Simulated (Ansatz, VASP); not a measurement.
**One calculation of Be, two programs**

```
Be
1.0
     2.21840    0.00000    0.00000
    -1.10920    1.92119    0.00000
     0.00000    0.00000    7.07516
Be
4
Direct
  0.00000 0.00000 0.00000
  0.00000 0.00000 0.50000
  0.33333 0.66667 0.25000
  0.66667 0.33333 0.75000
```

Alike in both runs: functional LDA; k mesh 16 × 16 × 5; occupations fermi-dirac, width 0.1 eV; no spin polarisation.

Ansatz relaxed the structure, and its values are those at the end. VASP's run is a single point on that final structure, the one shown.

|  | VASP | Ansatz |
| --- | --- | --- |
| version | VASP 6.6.1 | Ansatz 0.2.0 |
| potentials or method | VASP PAW LDA potentials, release 64 (Be), cutoff 520 eV | plane waves (420 eV) with PAW, scalar-relativistic |
| valence electrons in the cell | 8 | 8 |

|  | VASP | Ansatz | Ansatz less VASP |
| --- | --- | --- | --- |
| pressure (GPa) | 0.4 | 0.0 | -0.46 |

Ansatz warns that its potentials were made for another functional, while VASP's fit it. LDA's correlation is that of Perdew and Zunger in VASP and of Perdew and Wang (1992) in Ansatz.
